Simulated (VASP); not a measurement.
Runs of VASP 6.6.1 on NbRu3. The structure is that of space group Pm-3m (No. 221), or close to it. The cells are those of the table. 

```csv
task,cell,gap on the mesh (eV),pressure (GPa)
single point,"a = 3.854 Å, 4 atoms",none,-5.5
electric field gradients,"a = 3.854 Å, 4 atoms",none,-5.5
single point,"a = 3.893 Å, 4 atoms",none,-13.5
single point,"a = 3.801 Å, 4 atoms",none,7.6
single point,"a = 3.880 Å, angles 88.8°, 4 atoms",none,-10.6
electric field gradients,"a = 3.801 Å, 4 atoms",none,7.6
electric field gradients,"a = 3.802, b = 3.802, c = 3.880 Å, 4 atoms",none,(a)
single point,"a = 3.931 Å, 4 atoms",none,-20.3
single point,"a = 3.880 Å, angles 89.4°, 4 atoms",none,-10.9
electric field gradients,"a = 3.893 Å, 4 atoms",none,-13.5
```

Alike in all rows: level LDA; potentials or basis VASP PAW LDA potentials, release 64 (Nb_sv, Ru_pv); no spin polarisation; k mesh 9 × 9 × 9; cutoff (eV) 520; smearing fermi-dirac 0.05 eV.

Task: Estimate the missing entries.

Result: (a) 0.6.

Caveats: the cell stands under tension (at least some runs); the cell stands under pressure (at least some runs).

A k mesh can miss the band edges, and the runs leave out spin-orbit coupling on Nb, Ru.

A gap of «none» marks levels without a gap at the run's occupations.
